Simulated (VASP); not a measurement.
Write the native input for VASP 6.6.1 that does the following.

```yaml
Task: single point
Functional: RPBE
Dispersion: D4
Potentials_or_basis: VASP PAW PBE potentials, release 64 (Te, Sb, Ge_d)
Cutoff: 520 eV
k_mesh: 5 × 5 × 4
Occupations: fermi-dirac, width 0.05 eV
Spin: no spin polarisation
Dipole_correction: no
Further_INCAR_settings: ALGO = Normal; EDIFF = 1e-06; NBANDS = 44
```

The structure of Ge2Sb2Te5 lies in POSCAR:

```
Ge2Sb2Te5
1.0
    6.7515211626     -3.0396737697     -0.0435372689
    6.7515211626      3.0396737697     -0.0435372689
   -6.7870578932      0.0000000000      6.7133939255
Te Sb Ge
5 2 2
Direct
    0.6089538175      0.6089538175      0.4185065347
    0.8024847063      0.8024847063      0.1807342021
   -0.0115871171     -0.0115871171     -0.0122204342
    0.2075464228      0.2075464228      0.8029467842
    0.4193421042      0.4193421042      0.6072997383
    0.8901735255      0.8901735255      0.5644071849
    0.1206336521      0.1206336521      0.4238633028
    0.2681037189      0.2681037189      0.1891294080
    0.4943491697      0.4943491697      0.0253332793
```

These files were run (other wordings do the same):

INCAR

```
SYSTEM = Ge2Sb2Te5
ALGO = Normal
EDIFF = 1E-6
ENCUT = 520
GGA = RP
ISIF = 2
ISMEAR = -1
IVDW = 13
LASPH = .True.
LCHARG = .False.
LREAL = .False.
LWAVE = .False.
NBANDS = 44
NELM = 100
PREC = Accurate
SIGMA = 0.05
```

KPOINTS

```
k-points
0
Gamma
  5 5 4
  0 0 0
```

Potentials or basis: VASP PAW PBE potentials, release 64 (Te, Sb, Ge_d).

The run is started by

```bash
$ cat potpaw_PBE.64/Te/POTCAR potpaw_PBE.64/Sb/POTCAR potpaw_PBE.64/Ge_d/POTCAR > POTCAR
$ mpirun -np 1 vasp_std > vasp.out
```

It gave:

| Quantity | Value |
| --- | --- |
| Pressure | 0.0 GPa |
| Largest force | 0.016 eV/Å |
| Band gap on the k mesh | 0.10 eV, indirect (least direct gap 0.29 eV) |
| Dispersion energy per atom | -0.866 eV |

Caveat: the PAW data sets were made with another functional, which shifts forces and pressure a little; spin-orbit coupling is left out, which moves the levels of the heavy elements.

It took 8.8 min on 1 thread of Oxide Virtual Turin-like Processor, on a shared host, peak memory 0.66 GiB.
